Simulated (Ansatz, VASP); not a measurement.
## Pt: VASP beside Ansatz

File INCAR:

```
SYSTEM = Pt
ALGO     = Fast           ! electronic algorithm
EDIFF    = 1E-7           ! SCF threshold, eV
ENCUT    = 520            ! plane-wave cutoff, eV
GGA      = CA             ! functional
ISIF     = 2              ! what is computed and relaxed
ISMEAR   = 0              ! smearing method
LASPH    = .True.         ! aspherical terms in the spheres
LCHARG   = .False.        ! write CHGCAR
LREAL    = .False.        ! projectors in reciprocal space
LWAVE    = .False.        ! write WAVECAR
NBANDS   = 11             ! bands
NELM     = 100            ! most SCF steps
PREC     = Accurate       ! precision mode
SIGMA    = 0.15           ! smearing width, eV
```

File KPOINTS:

```
k-points
0
Gamma
  22 22 22
  0 0 0
```

The input POSCAR:

```
Pt
1.0
   -1.1817811914      1.6398213348      1.6398213348
    1.6398213348     -1.1817811914      1.6398213348
    1.6398213348      1.6398213348     -1.1817811914
Pt
1
Direct
    0.0000000000      0.0000000000      0.0000000000
```

Input for Ansatz:

```yaml
crystal:
  lattice:
    - [-1.1817811914, 1.6398213348, 1.6398213348]
    - [1.6398213348, -1.1817811914, 1.6398213348]
    - [1.6398213348, 1.6398213348, -1.1817811914]
  atoms:
    - { symbol: Pt, position: [0.0, 0.0, 0.0] }
basis:
  ecutwfc: 420
kpoints:
  mp_grid: { grid: [22, 22, 22] }
hamiltonian:
  xc: lda
  pseudopotentials: { kind: paw, azcp: { folder: soft_1 } }
scf:
  occupations: { method: gaussian, width: 0.15 }
output:
  forces: true
  stress: true
  eigenvalues: true
```

Alike in both runs: task single point; functional LDA; k mesh 22 × 22 × 22; occupations gaussian, width 0.15 eV; no spin polarisation.

```csv
,VASP,Ansatz
version,VASP 6.6.1,Ansatz 0.2.0
potentials or method,"VASP PAW LDA potentials, release 64 (Pt), cutoff 520 eV","scalar-relativistic, plane waves, PAW"
valence electrons in the cell,10,18
```

```csv
,VASP,Ansatz,Ansatz less VASP
gap on the k mesh at the Fermi level (eV),none,none,-
pressure (GPa),-3.1,-3.6,-0.51
"traceless stress, the component that is largest in VASP (GPa)",-1.18,-1.00,+0.178
```

Ansatz warns that its potentials were made for another functional, while VASP's fit it. LDA's correlation is that of Perdew and Zunger in VASP and of Perdew and Wang (1992) in Ansatz. A gap of «none» marks a metal or a gap that the smearing closes. VASP's potentials hold 10 valence electrons a cell and Ansatz's 18, so a difference there can come from the potentials and not from the codes.

Neither program's run includes spin-orbit coupling.
